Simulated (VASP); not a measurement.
A run of VASP 6.6.1 is set up as follows.

The input INCAR:

```
SYSTEM = CdF2
ALGO     = Normal         ! electronic algorithm
EDIFF    = 1E-6           ! SCF threshold, eV
ENCUT    = 700            ! plane-wave cutoff, eV
GGA      = PE             ! functional
GGA_COMPAT= .False.      
ISIF     = 2              ! what is computed and relaxed
ISMEAR   = 0              ! smearing method
LASPH    = .True.         ! aspherical terms in the spheres
LCHARG   = .False.        ! write CHGCAR
LREAL    = .False.        ! projectors in reciprocal space
LWAVE    = .False.        ! write WAVECAR
NBANDS   = 24             ! bands
NELM     = 120            ! most SCF steps
PREC     = Accurate       ! precision mode
SIGMA    = 0.05           ! smearing width, eV
```

Contents of KPOINTS:

```
k-points
0
Gamma
  8 8 8
  0 0 0
```

File POSCAR:

```
CdF2
1.0
    0.0000000000      2.6157563110      2.6866433070
    2.6157563110      0.0000000000      2.6866433070
    2.6157563110      2.6157563110      0.0000000000
Cd F
1 2
Direct
    0.0000000000      0.0000000000      0.0000000000
    0.2500000000      0.2500000000      0.2500000000
    0.7500000000      0.7500000000      0.7500000000
```

Potentials or basis: VASP PAW PBE potentials, release 64 (Cd_sv_GW, F).

The run is started by

```sh
$ cat potpaw_PBE.64/Cd_sv_GW/POTCAR potpaw_PBE.64/F/POTCAR > POTCAR
$ mpirun -np 1 vasp_std > vasp.out
```

(1) What does it give for the pressure?

(2) Predict the band gap on the k mesh.

Answers

(1) 13.4 GPa.

(2) 3.29 eV (least direct gap 3.67 eV).

Caveat: the cell stands under pressure.
